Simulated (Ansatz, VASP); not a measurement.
LaScO3: VASP beside Ansatz

```xyz
20
Lattice="5.7907 0.0000 0.0000 0.0000 8.0945 0.0000 0.0000 0.0000 5.6803" Properties=species:S:1:pos:R:3 pbc="T T T"
La    5.5320    2.0236    0.0627
La    0.2587    6.0709    5.6176
La    3.1540    6.0709    2.9029
La    2.6367    2.0236    2.7774
Sc    2.8954    0.0000    0.0000
Sc    2.8954    4.0473    0.0000
Sc    0.0000    0.0000    2.8401
Sc    0.0000    4.0473    2.8401
O     1.7181    7.6642    3.9961
O     4.0726    3.6170    1.6842
O     1.1772    0.4303    1.1560
O     4.6135    4.4775    4.5243
O     4.0726    0.4303    1.6842
O     1.7181    4.4775    3.9961
O     4.6135    7.6642    4.5243
O     1.1772    3.6170    1.1560
O     3.0900    2.0236    5.1107
O     2.7007    6.0709    0.5696
O     5.5961    6.0709    2.2705
O     0.1946    2.0236    3.4098
```

Alike in both runs: functional PBE; k mesh 4 × 3 × 4; occupations fermi-dirac, width 0.02 eV; no spin polarisation.

Ansatz relaxed the structure, and its values are those at the end. VASP's run is a single point on that final structure, the one shown.

|  | VASP | Ansatz |
| --- | --- | --- |
| version | VASP 6.6.1 | Ansatz 0.2.0 |
| potentials or method | VASP PAW PBE potentials, release 64 (La, Sc_sv, O) | plane-wave PAW, scalar-relativistic |
| plane-wave cutoff (eV) | 600 | 420 |
| valence electrons in the cell | 160 | 160 |

Ansatz gave:

```
gap on the k mesh at the Fermi level (eV) : 3.94
pressure (GPa)                            : 2.6
rms of the force components (eV/Å)        : 0.002
```

Q: Which values does VASP return?

A: gap on the k mesh at the Fermi level (eV): 3.94; pressure (GPa): 2.9; rms of the force components (eV/Å): 0.020.

With one functional, cell and mesh, what is left measures potentials, basis and numerics. Ansatz's warnings: stress scf threshold loose.

Spin-orbit coupling is off throughout.
